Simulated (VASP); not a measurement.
Write the native input for VASP 6.6.1 that does the following.

```yaml
Task: single point
Functional: PBE
Potentials_or_basis: VASP PAW PBE potentials, release 64 (N)
Cutoff: 520 eV
k_mesh: 1 × 1 × 1
Occupations: fermi-dirac, width 0.05 eV
Spin: no spin polarisation
Dipole_correction: no
Further_INCAR_settings: ALGO = Normal; EDIFF = 1e-06; NBANDS = 12
```

The structure of N lies in POSCAR:

```
N
1.0
   11.0000000000      0.0000000000      0.0000000000
    0.0000000000     11.5000000000      0.0000000000
    0.0000000000      0.0000000000     12.0000000000
N
2
Direct
    0.5000000000      0.5000000000      0.4541670000
    0.5000000000      0.5000000000      0.5458330000
```

The input as run:

INCAR

```
ALGO = Normal ; EDIFF = 1E-6
ENCUT = 520 ; GGA = PE
ISIF = 2 ; ISMEAR = -1
LASPH = True ; LCHARG = True
LELF = True ; LREAL = False
LVHAR = True ; LWAVE = False
NBANDS = 12 ; NELM = 100
PREC = Accurate ; SIGMA = 0.05
```

KPOINTS

```
k-points
0
Gamma
  1 1 1
```

Potentials or basis: VASP PAW PBE potentials, release 64 (N).

Command:

```sh
$ cat potpaw_PBE.64/N/POTCAR > POTCAR
$ mpirun -np 1 vasp_gam > vasp.out
```

Results of the run:

```json
{
  "Largest force": "2.097 eV/Å",
  "Band gap on the k mesh": "8.23 eV"
}
```

Caveat: the standard files for N, O and F lose accuracy on very short bonds.

Wall time 94 s on 1 thread of Intel(R) Xeon(R) Platinum 8488C (Sapphire Rapids), with other jobs on the host, peak memory 1 GiB.
